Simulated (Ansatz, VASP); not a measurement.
# Two plane-wave programs on SiC2

```
Si C
1.0
     2.47366    0.00000    0.00000
    -1.23683    2.14225    0.00000
     0.00000    0.00000    8.45373
Si C
1 2
Cartesian
  0.0000 0.0000 4.2269
  1.2368 0.7141 8.4538
  0.0000 1.4282 0.0000
```

Alike in both runs: functional PBE; k mesh 6 × 6 × 4; occupations gaussian, width 0.1 eV; no spin polarisation.

Ansatz relaxed the structure, and its values are those at the end. VASP's run is a single point on that final structure, the one shown.

```csv
,VASP,Ansatz
version,VASP 6.6.1,Ansatz 0.2.0
potentials or method,"VASP PAW PBE potentials, release 64 (Si, C), cutoff 520 eV","scalar-relativistic, plane waves, PAW"
valence electrons in the cell,12,12
```

|  | VASP | Ansatz | Ansatz less VASP |
| --- | --- | --- | --- |
| gap on the k mesh at the Fermi level (eV) | 0.02 | 0.02 | +0.001 |
| least direct gap on the mesh (eV) | 0.85 | 0.85 | +0.003 |
| pressure (GPa) | 0.2 | 0.1 | -0.16 |

The functional is the same, so the differences come from potentials, cutoffs and numerics.

The k mesh is coarse, so the values compare programs but aren't converged.
